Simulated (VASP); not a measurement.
# Hf5H2 (I4/mmm) in VASP: relaxation of cell and atoms with PBE

Aim: the relaxation of cell and atoms of Hf5H2 with PBE.

Program: VASP 6.6.1. These are calculated values, not measurements. Logs are shortened: lines on timing, memory, paths and dates and some standing lists are left out, and cuts for length are marked.

## 1. The cell of the first run

It takes space group I4/mmm (No. 139, tetragonal). Conventional cell: a = 6.594 Å, b = 6.594 Å, c = 5.627 Å, α = 90.00°, β = 90.00°, γ = 90.00°. Hf (site symmetry m2m) has 2 H at 2.08 Å and 2 Hf at 2.50 Å within 2.7 Å. Hf (site symmetry 4/mmm) has 16 Hf at 3.32 to 3.63 Å and 8 H at 3.58 Å within 4.4 Å. Within 2.7 Å of H (site symmetry -4m2) lie 4 Hf at 2.08 Å.

The cell was built from a structure type or drawn by symmetry, and may not be a known phase.

## 2. Relaxation of cell and atoms, PBE

Contents of INCAR:

```
PREC = Accurate
ENCUT = 600
EDIFF = 1E-6
ISMEAR = 0
SIGMA = 0.2
LREAL = False
LASPH = True
NELM = 60
ALGO = Normal
ISIF = 3
LWAVE = False
LCHARG = False
GGA = PE
IBRION = 2
NSW = 36
EDIFFG = -0.08
```

Contents of KPOINTS:

```
Automatic mesh
0
Gamma
  4 4 4
```

Contents of POSCAR:

```
Hf5H2
1.0
   -3.2971341300      3.2971341300      2.8132660600
    3.2971341300     -3.2971341300      2.8132660600
    3.2971341300      3.2971341300     -2.8132660600
Hf H
5 2
Direct
    0.5000000000      0.2315019400      0.7315019400
    0.5000000000      0.7684980600      0.2684980600
    0.2315019400      0.5000000000      0.7315019400
    0.7684980600      0.5000000000      0.2684980600
    0.0000000000      0.0000000000      0.0000000000
    0.7500000000      0.2500000000      0.5000000000
    0.2500000000      0.7500000000      0.5000000000
```

Potentials or basis: VASP PAW PBE potentials, release 64 (Hf_pv, H).

The run is started by

```sh
cat potpaw_PBE.64/Hf_pv/POTCAR potpaw_PBE.64/H/POTCAR > POTCAR
mpirun -np 1 vasp_std > vasp.out
```

OUTCAR:

```text
PREC = Accurate
   ENCUT = 600
   EDIFF = 1E-6
   ISMEAR = 0
   LREAL = False
   LASPH = True
   NELM = 60
   ISIF = 3
   GGA = PE
   IBRION = 2
   NSW = 36
   EDIFFG = -0.08

 ion  position               nearest neighbor table
   1  0.500  0.232  0.732-   6 2.08   7 2.08   4 2.50   3 2.50   2 3.05   5 3.32   5 3.32   2 3.54
                             4 3.55   3 3.55   3 3.55   4 3.55   5 3.63   5 3.63
   2  0.500  0.768  0.268-   6 2.08   7 2.08   4 2.50   3 2.50   1 3.05   5 3.32   5 3.32   1 3.54
                             3 3.55   3 3.55   4 3.55   4 3.55   5 3.63   5 3.63
   3  0.232  0.500  0.732-   6 2.08   7 2.08   2 2.50   1 2.50   4 3.05   5 3.32   5 3.32   4 3.54
                             1 3.55   2 3.55   1 3.55   2 3.55   5 3.63   5 3.63
   4  0.768  0.500  0.268-   6 2.08   7 2.08   2 2.50   1 2.50   3 3.05   5 3.32   5 3.32   3 3.54
                             1 3.55   2 3.55   1 3.55   2 3.55   5 3.63   5 3.63
   5  0.000  0.000  0.000-   4 3.32   2 3.32   1 3.32   3 3.32   4 3.32   2 3.32   1 3.32   3 3.32
                             3 3.63   1 3.63   4 3.63   1 3.63   2 3.63   2 3.63   3 3.63   4 3.63
   6  0.750  0.250  0.500-   1 2.08   2 2.08   3 2.08   4 2.08
   7  0.250  0.750  0.500-   1 2.08   2 2.08   3 2.08   4 2.08

  LATTYP: Found a body centered tetragonal cell.
 ALAT       =     6.5942682600
 C/A-ratio  =     0.8532458642

  Lattice vectors:

 A1 = (  -3.2971341300,   3.2971341300,   2.8132660600)
 A2 = (   3.2971341300,  -3.2971341300,   2.8132660600)
 A3 = (   3.2971341300,   3.2971341300,  -2.8132660600)

Analysis of symmetry for initial positions (statically):
=====================================================================
 Subroutine PRICEL returns:
 Original cell was already a primitive cell.

 Routine SETGRP: Setting up the symmetry group for a
 body centered tetragonal supercell.

 Subroutine GETGRP returns: Found 16 space group operations
 (whereof 16 operations were pure point group operations)
 out of a pool of 16 trial point group operations.

The static configuration has the point symmetry D_4h.

Analysis of symmetry for dynamics (positions and initial velocities):
=====================================================================
 Subroutine PRICEL returns:
 Original cell was already a primitive cell.

 Routine SETGRP: Setting up the symmetry group for a
 body centered tetragonal supercell.

 Subroutine GETGRP returns: Found 16 space group operations
 (whereof 16 operations were pure point group operations)
 out of a pool of 16 trial point group operations.

The dynamic configuration has the point symmetry D_4h.

 Subroutine INISYM returns: Found 16 space group operations
 (whereof 16 operations are pure point group operations),
 and found     1 'primitive' translations

----------------------------------------------------------------------------------------

                                     Primitive cell

  volume of cell :     122.3331

  direct lattice vectors                    reciprocal lattice vectors
    -3.297134130  3.297134130  2.813266060     0.000000000  0.151646849  0.177729368
     3.297134130 -3.297134130  2.813266060     0.151646849  0.000000000  0.177729368
     3.297134130  3.297134130 -2.813266060     0.151646849  0.151646849  0.000000000

  length of vectors
     5.445792217  5.445792217  5.445792217     0.233633249  0.233633249  0.214461030

  position of ions in fractional coordinates (direct lattice)
     0.500000000  0.231501940  0.731501940
     0.500000000  0.768498060  0.268498060
     0.231501940  0.500000000  0.731501940
     0.768498060  0.500000000  0.268498060
     0.000000000  0.000000000  0.000000000
     0.750000000  0.250000000  0.500000000
     0.250000000  0.750000000  0.500000000

  ion indices of the primitive-cell ions
   primitive index   ion index
                 1           1
                 2           2
                 3           3
                 4           4
                 5           5
                 6           6
                 7           7

----------------------------------------------------------------------------------------

 KPOINTS: Automatic mesh

Automatic generation of k-mesh.
 Grid dimensions read from file:
 generate k-points for:    4    4    4

 Generating k-lattice:

  Cartesian coordinates                     Fractional coordinates (reciprocal lattice)
     0.000000000  0.037911712  0.044432342     0.250000000 -0.000000000  0.000000000
     0.037911712  0.000000000  0.044432342    -0.000000000  0.250000000  0.000000000
     0.037911712  0.037911712  0.000000000     0.000000000  0.000000000  0.250000000

  Length of vectors
     0.058408312  0.058408312  0.053615257

  Shift w.r.t. Gamma in fractional coordinates (k-lattice)
     0.000000000  0.000000000  0.000000000

 Subroutine IBZKPT returns following result:
 ===========================================

 Found     13 irreducible k-points:

 Following reciprocal coordinates:
            Coordinates               Weight
  0.000000  0.000000  0.000000      1.000000
  0.250000  0.000000  0.000000      8.000000
  0.500000  0.000000  0.000000      4.000000
  0.250000  0.250000  0.000000      8.000000
  0.500000  0.250000  0.000000     16.000000
 -0.250000  0.250000  0.000000      4.000000
  0.500000  0.500000  0.000000      2.000000
  0.250000  0.250000  0.250000      2.000000
 -0.250000  0.250000  0.250000      4.000000
  0.500000  0.500000  0.250000      4.000000
 -0.250000  0.500000  0.250000      8.000000
 -0.250000 -0.250000  0.250000      2.000000
  0.500000  0.500000  0.500000      1.000000
   k-points           NKPTS =     13   k-points in BZ     NKDIM =     13   number of bands    NBANDS=     31
   number of dos      NEDOS =    301   number of ions     NIONS =      7
   total plane-waves  NPLWV = 110592
   dimension x,y,z NGX =    48 NGY =   48 NGZ =   48
   dimension x,y,z NGXF=    96 NGYF=   96 NGZF=   96
   ions per type =               5   2
   NGX,Y,Z   is equivalent  to a cutoff of  14.65, 14.65, 14.65 a.u.
   NGXF,Y,Z  is equivalent  to a cutoff of  29.31, 29.31, 29.31 a.u.
 SYSTEM =  unknown system
   PREC   = accura    normal or accurate (medium, high low for compatibility)
   ISTART =      0    job   : 0-new  1-cont  2-samecut
   ICHARG =      2    charge: 1-file 2-atom 10-const
   ISPIN  =      1    spin polarized calculation?
   LNONCOLLINEAR =      F non collinear calculations
   LSORBIT =      F    spin-orbit coupling
   LASPH  =      T    aspherical Exc in radial PAW
   ENCUT  =  600.0 eV  44.10 Ry    6.64 a.u.  10.88 10.88 10.88*2*pi/ulx,y,z
   NELM   =     60;   NELMIN=  2; NELMDL= -5     # of ELM steps
   EDIFF  = 0.1E-05   stopping-criterion for ELM
   LREAL  =      F    real-space projection
   EDIFFG = -.8E-01   stopping-criterion for IOM
   NSW    =     36    number of steps for IOM
   IBRION =      2    ionic relax: 0-MD 1-quasi-New 2-CG
   NFREE  =      1    steps in history (QN), initial steepest desc. (CG)
   ISIF   =      3    stress and relaxation
   ISYM   =      2    0-nonsym 1-usesym 2-fastsym
   POTIM  = 0.5000    time-step for ionic-motion
   TEBEG  =    0.0;   TEEND  =   0.0 temperature during run
   PSTRESS=    0.0 pullay stress
   NELECT =      52.0000    total number of electrons
   NUPDOWN=      -1.0000    fix difference up-down
   EMIN   =  10.00;   EMAX   =-10.00  energy-range for DOS
   EFERMI =   0.00;   METHOD = LEGACY
   ISMEAR =     0;   SIGMA  =   0.20  broadening in eV -4-tet -1-fermi 0-gaus
   EFERMI_NEDOS =   21; number of points for ismear=-14 and -15
   IALGO  =     38    algorithm
   IMIX   =      4    mixing-type and parameters
     AMIX     =   0.40;   BMIX     =  1.00
     AMIX_MAG =   1.60;   BMIX_MAG =  1.00
  volume/ion in A,a.u.               =      17.48       117.93
  Fermi-wavevector in a.u.,A,eV,Ry     =   1.230915  2.326091 20.614879  1.515151
  Thomas-Fermi vector in A             =   2.365745
   LORBIT       =      0    0 simple, 1 ext, 2 COOP (PROOUT), +10 PAW based schemes
   GGA     = PE    functional components
   LHFCALC =     F    Hartree Fock is set to
   AEXX    =    0.0000 exact exchange contribution
   IVDW    =     0    specifies the selected vdW correction
   LEPSILON=     F    determine dielectric tensor
   LRPA    =     F    only Hartree local field effects (RPA)
 conjugate gradient relaxation of ions
 non-spin polarized calculation
 Gauss-broadening in eV      SIGMA  =   0.20
  energy-cutoff  :      600.00
  volume of cell :      122.33
 maximum number of plane-waves:      4096
 NGX is ok and might be reduce to    48
   NGX = 21   NGY = 21   NGZ = 21

--------------------------------------- Ionic step        1  -------------------------------------------

 number of electron      52.0000003 magnetization

 Free energy of the ion-electron system (eV)
  ---------------------------------------------------
  ext. energy  EPLUGINS =         0.00000000
  ---------------------------------------------------
  free energy    TOTEN  =       -53.12230156 eV

  energy without entropy =      -53.04007189  energy(sigma->0) =      -53.08118673

------------------------ aborting loop because EDIFF is reached ----------------------------------------

  FORCE on cell =-STRESS in cart. coord.  units (eV):
  Direction    XX          YY          ZZ          XY          YZ          ZX
  --------------------------------------------------------------------------------------
  -------------------------------------------------------------------------------------
  Total        9.1538632      9.1538632     -9.9872983      0.0000000     -0.0000000     -0.0000000
  in kB      119.8866909    119.8866909   -130.8020574      0.0000000     -0.0000000     -0.0000000
  external PRESSURE =      36.3237748 kB  Pullay stress =       0.0000000 kB
[... 104 lines left out ...]
  FREE ENERGIE OF THE ION-ELECTRON SYSTEM (eV)
  ---------------------------------------------------
  free  energy   TOTEN  =       -55.3394020637 eV

  energy  without entropy=      -55.2563741021  energy(sigma->0) =      -55.29788808

[... ionic steps 4 to 11 ...]

--------------------------------------- Ionic step       12  -------------------------------------------

 number of electron      51.9999993 magnetization

------------------------ aborting loop because EDIFF is reached ----------------------------------------

  FORCE on cell =-STRESS in cart. coord.  units (eV):
  Direction    XX          YY          ZZ          XY          YZ          ZX
  --------------------------------------------------------------------------------------
  -------------------------------------------------------------------------------------
  Total        0.6706539      0.6706539      0.1895285      0.0000000      0.0000000      0.0000000
  in kB        8.6757706      8.6757706      2.4517943      0.0000000      0.0000000      0.0000000
  external PRESSURE =       6.6011118 kB  Pullay stress =       0.0000000 kB
[... 67 lines left out ...]
  energy  without entropy=      -55.4579732518  energy(sigma->0) =      -55.50948465

--------------------------------------- Ionic step       14  -------------------------------------------

 number of electron      52.0000003 magnetization

 Free energy of the ion-electron system (eV)
  ---------------------------------------------------
  ext. energy  EPLUGINS =         0.00000000
  ---------------------------------------------------
  free energy    TOTEN  =       -55.56133308 eV

  energy without entropy =      -55.45689368  energy(sigma->0) =      -55.50911338

 E-fermi :   4.2542     XC(G=0): -10.8976

 val. band max:        4.2239219138   @ k =   0.2500   0.2500   0.0000
 cond. band min:       4.2658346216   @ k =   0.2500   0.0000   0.0000
 fundamental gap:      0.0419127078
 Fermi energy:         4.2542285267

 k-point     1 :       0.0000    0.0000    0.0000
  band No.  band energies     occupation
      1     -26.9859      2.00000
      2     -26.8088      2.00000
      3     -26.7230      2.00000
      4     -26.7230      2.00000
      5     -26.6604      2.00000
      6     -26.5179      2.00000
[... 465 lines left out ...]
  FREE ENERGIE OF THE ION-ELECTRON SYSTEM (eV)
  ---------------------------------------------------
  free  energy   TOTEN  =       -55.5613330766 eV

  energy  without entropy=      -55.4568936787  energy(sigma->0) =      -55.50911338

 reached required accuracy - stopping structural energy minimisation
```

Wall time 8.1 min (1 thread of Intel Xeon 6975P-C (Granite Rapids), shared host); peak memory 0.36 GiB.

What came out:

```
Free energy                           : -55.5613 eV
Relaxed volume                        : 17.88 Å³/atom
Relaxed cell                          : a = 5.719 Å, b = 5.719 Å, c = 5.719 Å, α = 99.08°, β = 99.08°, γ = 133.19°
Space group after relaxing (to 0.1 Å) : I4/mmm (No. 139)
Energy gained by relaxing             : 348.4 meV/atom
Ionic steps                           : 14
Pressure after relaxing               : -0.4 GPa
Largest force after relaxing          : 0.016 eV/Å
Band gap on the k mesh                : zero (bands 26 and 27 overlap by 1.10 eV)
```

Forces on the atoms (eV/Å):
```
Hf   0.016  0.000  0.000
Hf  -0.016  0.000  0.000
Hf   0.000  0.016  0.000
Hf   0.000 -0.016  0.000
Hf   0.000  0.000  0.000
H    0.000  0.000  0.000
H    0.000  0.000  0.000
```

The path:
```tsv
step	energy change (eV)	largest force (eV/Å)	pressure (GPa)	volume (Å³)
1	0.0000	5.4974	3.63	122.33
2	-1.4615	3.0924	0.32	128.74
3	-2.2171	0.3597	-1.56	126.37
4	-2.2183	0.2563	-1.55	126.29
5	-2.2179	0.1626	-1.55	126.21
6	-2.2771	0.2425	0.93	123.30
7	-2.2819	0.2771	1.88	122.25
8	-2.3272	0.0680	0.81	123.49
9	-2.3540	0.3119	-1.27	126.13
10	-2.3821	0.1959	-0.77	125.57
11	-2.4373	0.0541	1.06	123.37
12	-2.4379	0.0664	0.66	123.85
13	-2.4387	0.0593	0.86	123.61
14	-2.4390	0.0157	-0.37	125.15
```

Final structure:
```
Hf H
1.0
    -3.71120    3.71120    2.27160
     3.71120   -3.71120    2.27160
     3.71120    3.71120   -2.27160
Hf H
5 2
Direct
  0.50000 0.21809 0.71809
  0.50000 0.78191 0.28191
  0.21809 0.50000 0.71809
  0.78191 0.50000 0.28191
  0.00000 0.00000 0.00000
  0.75000 0.25000 0.50000
  0.25000 0.75000 0.50000
```

Caveat: the k points lie up to 0.41 Å⁻¹ apart in the final cell, too coarse for converged energies and pressures of a metal; spin-orbit coupling is left out, which moves the levels of the heavy elements.
